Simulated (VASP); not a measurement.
Write the native input for VASP 6.6.1 that does the following.

```
Task                               : single point
Functional                         : PBEsol-based global hybrid
Potentials or basis                : VASP PAW PBE potentials, release 64 (Co, Si)
Cutoff                             : 520 eV
k mesh                             : 5 × 5 × 5
Occupations                        : fermi-dirac, width 0.05 eV
Spin                               : collinear spin, ferromagnetic start
Starting moments                   : [2.0, 0.0] μB
Dipole correction                  : no
Grid for exact exchange (PRECFOCK) : Normal
Share of exact exchange            : 0.25
Further INCAR settings             : ALGO = Normal; EDIFF = 1e-06; NBANDS = 18
```

The system is CoSi.

```
Co Si
1.0
     2.78133    0.00000    0.00000
     0.00000    2.78133    0.00000
     0.00000    0.00000    2.78133
Co Si
1 1
Direct
  0.00000 0.00000 0.00000
  0.50000 0.50000 0.50000
```

These files were run (other wordings do the same):

POSCAR

```
CoSi
1.0
    2.7813340000      0.0000000000      0.0000000000
    0.0000000000      2.7813340000      0.0000000000
    0.0000000000      0.0000000000      2.7813340000
Co Si
1 1
Direct
    0.0000000000      0.0000000000      0.0000000000
    0.5000000000      0.5000000000      0.5000000000
```

INCAR.step1

```
  PREC = Accurate
  ENCUT = 520
  EDIFF = 1E-5
  ISMEAR = -1
  SIGMA = 0.05
  LREAL = False
  LASPH = True
  NELM = 150
  ALGO = Normal
  ISIF = 2
  LWAVE = True
  ISPIN = 2
  MAGMOM = 2 0
  LORBIT = 11
  LMAXMIX = 4
  GGA = PE
  NBANDS = 18
```

INCAR.step2

```
  PREC = Accurate
  ENCUT = 520
  EDIFF = 1E-6
  ISMEAR = -1
  SIGMA = 0.05
  LREAL = False
  LASPH = True
  NELM = 150
  ALGO = Normal
  ISIF = 2
  LWAVE = False
  LCHARG = True
  ISPIN = 2
  MAGMOM = 2 0
  LORBIT = 11
  LMAXMIX = 4
  GGA = PS
  LHFCALC = True
  AEXX = 0.25
  PRECFOCK = Normal
  LELF = True
  LVHAR = True
  ISTART = 1
  NBANDS = 18
```

KPOINTS

```
regular mesh
0
Gamma
  5 5 5
```

Potentials or basis: VASP PAW PBE potentials, release 64 (Co, Si).

The run is started by

```console
$ cat potpaw_PBE.64/Co/POTCAR potpaw_PBE.64/Si/POTCAR > POTCAR
$ cp INCAR.step1 INCAR
$ mpirun -np 1 vasp_std > vasp.out
$ cp INCAR.step2 INCAR
$ mpirun -np 1 vasp_std > vasp.out
```

It gave:

The pressure is -8.4 GPa and the net moment is 0.87 μB per cell. The site moments are Co +0.97; Si +0.02 μB and the valence electrons inside the program's atomic spheres are Co 8.65; Si 1.60.

Caveat: the k points lie up to 0.45 Å⁻¹ apart; the PAW data sets were made with another functional, which shifts forces and pressure a little.

It took 11 min on 1 thread of Oxide Virtual Turin-like Processor (shared host), peak memory 0.13 GiB.
